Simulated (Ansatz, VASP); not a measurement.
## Be in VASP and in Ansatz

```xyz
4
Lattice="2.1988 -1.3113 0.0000 2.1988 1.3113 0.0000 -1.2281 0.0000 5.6929" Properties=species:S:1:pos:R:3 pbc="T T T"
Be   -0.5147    0.0000    3.4134
Be    3.6842    0.0000    2.2794
Be    2.0980    0.0000    0.5693
Be    1.0715    0.0000    5.1236
```

Alike in both runs: task relaxation of cell and atoms; functional PBE; k mesh 8 × 8 × 4; occupations gaussian, width 0.1 eV; no spin polarisation.

|  | VASP | Ansatz |
| --- | --- | --- |
| version | VASP 6.6.1 | Ansatz 0.2.0 |
| potentials or method | VASP PAW PBE potentials, release 64 (Be), cutoff 600 eV | scalar-relativistic, plane waves, PAW |
| valence electrons in the cell | 8 | 8 |

Ansatz gave:

| Item | Value |
| --- | --- |
| gap on the k mesh at the Fermi level, each at its own relaxed structure (eV) | none |
| relaxed volume (Å³/atom) | 7.89 |
| relaxed length of the cell vector where the two differ most in proportion (Å) | 7.366 |

**Question.** Estimate VASP's values.

**Answer.** gap on the k mesh at the Fermi level, each at its own relaxed structure (eV): none; relaxed volume (Å³/atom): 7.91; relaxed length of the cell vector where the two differ most in proportion (Å): 7.713.

A gap of «none» marks a metal or a gap that the smearing closes.
